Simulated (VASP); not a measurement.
Input of a VASP 6.6.1 run:

Contents of INCAR:

```
PREC     = Accurate       # precision mode
ENCUT    = 600            # plane-wave cutoff, eV
EDIFF    = 1E-7           # SCF threshold, eV
ISMEAR   = -1             # smearing method
SIGMA    = 0.1            # smearing width, eV
LREAL    = False          # projectors in reciprocal space
LASPH    = True           # aspherical terms in the spheres
NELM     = 60             # most SCF steps
ALGO     = Normal         # electronic algorithm
ISIF     = 3              # what is computed and relaxed
LWAVE    = False          # write WAVECAR
LCHARG   = False          # write CHGCAR
IBRION   = 2              # ionic algorithm
NSW      = 80             # ionic steps
EDIFFG   = -0.03          # ionic threshold
```

The input KPOINTS:

```
regular mesh
0
Gamma
  5 5 7
```

Contents of POSCAR:

```
TaN
1.0
    5.1910000000      0.0000000000      0.0000000000
   -2.5955000000      4.4955400000      0.0000000000
    0.0000000000      0.0000000000      2.9080000000
Ta N
3 3
Direct
    0.0000000000      0.0000000000      0.0000000000
    0.3333333333      0.6666666667      0.5000000000
    0.6666666667      0.3333333333      0.5000000000
    0.5000000000      0.0000000000      0.0000000000
    0.5000000000      0.5000000000      0.0000000000
    0.0000000000      0.5000000000      0.0000000000
```

Potentials or basis: VASP PAW LDA potentials, release 64 (Ta_pv, N).

Command:

```console
$ cat potpaw_LDA.64/Ta_pv/POTCAR potpaw_LDA.64/N/POTCAR > POTCAR
$ mpirun -np 1 vasp_std > vasp.out
```

**Question.** Estimate the relaxed volume.

**Answer.** 11.21 Å³/atom.

**Question.** What does it give for the relaxed cell?

**Answer.** a = 5.189 Å, b = 5.189 Å, c = 2.885 Å, α = 90.00°, β = 90.00°, γ = 120.00°.

**Question.** Estimate the space group after relaxing (to 0.1 Å).

**Answer.** P6/mmm (No. 191).

**Question.** Predict the band gap on the k mesh.

**Answer.** Zero (bands 24 and 25 overlap by 2.08 eV).

The path:
| step | energy change (eV) | largest force (eV/Å) | pressure (GPa) | volume (Å³) |
| --- | --- | --- | --- | --- |
| 1 | 0.0000 | 0.0000 | -3.62 | 67.86 |
| 2 | 0.0589 | 0.0000 | 10.85 | 65.38 |
| 3 | -0.0110 | 0.0000 | 0.22 | 67.15 |
| 4 | -0.0110 | 0.0000 | 0.30 | 67.13 |
| 5 | -0.0114 | 0.0000 | -0.05 | 67.26 |

Caveat: spin-orbit coupling is left out, which moves the levels of the heavy elements. LDA usually gives volumes a few per cent too small.
